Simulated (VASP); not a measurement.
Set up this calculation in VASP 6.6.1, as the native input.

```
Task                   : single point
Functional             : PBE
Potentials or basis    : VASP PAW PBE potentials, release 64 (Cd, S)
Cutoff                 : 520 eV
k mesh                 : 8 × 8 × 8
Occupations            : gaussian, width 0.01 eV
Spin                   : no spin polarisation
Dipole correction      : no
Further INCAR settings : ALGO = Normal; EDIFF = 1e-06; NBANDS = 16
```

The structure of CdS lies in POSCAR:

```
CdS
1.0
    0.0000000000      2.7267765504      2.7267765504
    2.7267765504      0.0000000000      2.7267765504
    2.7267765504      2.7267765504      0.0000000000
Cd S
1 1
Direct
    0.0000000000      0.0000000000      0.0000000000
    0.5000000000      0.5000000000      0.5000000000
```

One way to write it, as run:

INCAR

```
SYSTEM = CdS
ALGO = Normal
EDIFF = 1E-6
ENCUT = 520
GGA = PE
ISIF = 2
ISMEAR = 0
LASPH = .True.
LCHARG = .False.
LREAL = .False.
LWAVE = .False.
NBANDS = 16
NELM = 100
PREC = Accurate
SIGMA = 0.01
```

KPOINTS

```
k-points
0
Gamma
  8 8 8
  0 0 0
```

Potentials or basis: VASP PAW PBE potentials, release 64 (Cd, S).

The run is started by

```bash
$ cat potpaw_PBE.64/Cd/POTCAR potpaw_PBE.64/S/POTCAR > POTCAR
$ mpirun -np 1 vasp_std > vasp.out
```

Results of the run:

```
Pressure               : 2.1 GPa
Band gap on the k mesh : 0.25 eV, indirect (least direct gap 1.72 eV)
```

It took 37 s on 1 thread of Intel Xeon 8259CL (shared host), peak memory 0.17 GiB.
